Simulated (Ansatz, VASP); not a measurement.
Two plane-wave programs on ZrPd2Se5

```
Zr Pd Se
1.0
     3.78138    0.00000    0.00000
    -1.89069    3.27477    0.00000
     0.00000    0.00000   15.34479
Zr Pd Se
1 2 5
Cartesian
  0.0000 0.0000 0.0000
  0.0000 2.1832 6.0354
  1.8907 1.0916 9.3094
  1.8907 1.0916 4.8426
  0.0000 2.1832 10.5021
  0.0000 0.0000 7.6724
  0.0000 2.1832 1.5927
  1.8907 1.0916 13.7521
```

Alike in both runs: functional PBE; k mesh 4 × 4 × 1; occupations gaussian, width 0.15 eV; no spin polarisation.

Ansatz relaxed the structure, and its values are those at the end. VASP's run is a single point on that final structure, the one shown.

```csv
,VASP,Ansatz
version,VASP 6.6.1,Ansatz 0.2.0
potentials or method,"VASP PAW PBE potentials, release 64 (Zr_sv, Pd, Se), cutoff 520 eV","scalar-relativistic, plane waves, PAW"
valence electrons in the cell,62,128
```

|  | VASP | Ansatz | Ansatz less VASP |
| --- | --- | --- | --- |
| gap on the k mesh at the Fermi level (eV) | none | none | - |
| pressure (GPa) | 0.2 | 0.1 | -0.04 |
| rms of the force components (eV/Å) | 0.015 | 0.013 | -0.0016 |

A gap of «none» marks a metal or a gap that the smearing closes. VASP's potentials hold 62 valence electrons a cell and Ansatz's 128, so a difference there can come from the potentials and not from the codes.

The k mesh is coarse, so the values compare programs but aren't converged.
